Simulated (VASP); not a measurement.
A run of VASP 6.6.1:

The input INCAR:

```
  ALGO = Normal
  EDIFF = 1E-6
  EDIFFG = -0.01
  ENCUT = 600
  GGA = PE
  IBRION = 2
  ISIF = 3
  ISMEAR = 0
  LASPH = True
  LCHARG = False
  LREAL = False
  LUSENCCL = False
  LWAVE = False
  NELM = 80
  NSW = 100
  PREC = Accurate
  SIGMA = 0.02
```

The input KPOINTS:

```
k-points
0
Gamma
  6 6 6
```

Contents of POSCAR:

```
SiO2
1.0
   -2.8462575335      2.8462575335      5.6605413858
    2.8462575335     -2.8462575335      5.6605413858
    2.8462575335      2.8462575335     -5.6605413858
Si O
4 8
Direct
    0.3750000000      0.9873160553      0.1123160553
    0.7373160553      0.1250000000      0.1123160553
    0.0126839447      0.6250000000      0.8876839447
    0.8750000000      0.2626839447      0.8876839447
    0.4691950706      0.9691950706      0.9383901412
    0.2808049294      0.7191950706      0.0000000000
    0.1166845090      0.1166845090      0.0000000000
    0.6333154910      0.1333154910      0.5000000000
    0.8833154910      0.8833154910      0.0000000000
    0.8666845090      0.3666845090      0.5000000000
    0.7191950706      0.2808049294      0.0000000000
    0.0308049294      0.5308049294      0.0616098588
```

Potentials or basis: VASP PAW PBE potentials, release 64 (Si, O).

The run is started by

```bash
$ cat potpaw_PBE.64/Si/POTCAR potpaw_PBE.64/O/POTCAR > POTCAR
$ mpirun -np 1 vasp_std > vasp.out
```

Hardware: 1 × NVIDIA H100 80GB with 1 thread of AMD EPYC 7R13 Processor (Zen 3), on a shared host.

Task: How long does it take, and how much memory?

Result: Run time: 12 min on 1 × NVIDIA H100 80GB with 1 thread of AMD EPYC 7R13 Processor (Zen 3), with other jobs on the host, peak memory 1.5 GiB. Counts: scf iterations 78, k points 30, ion steps 11.
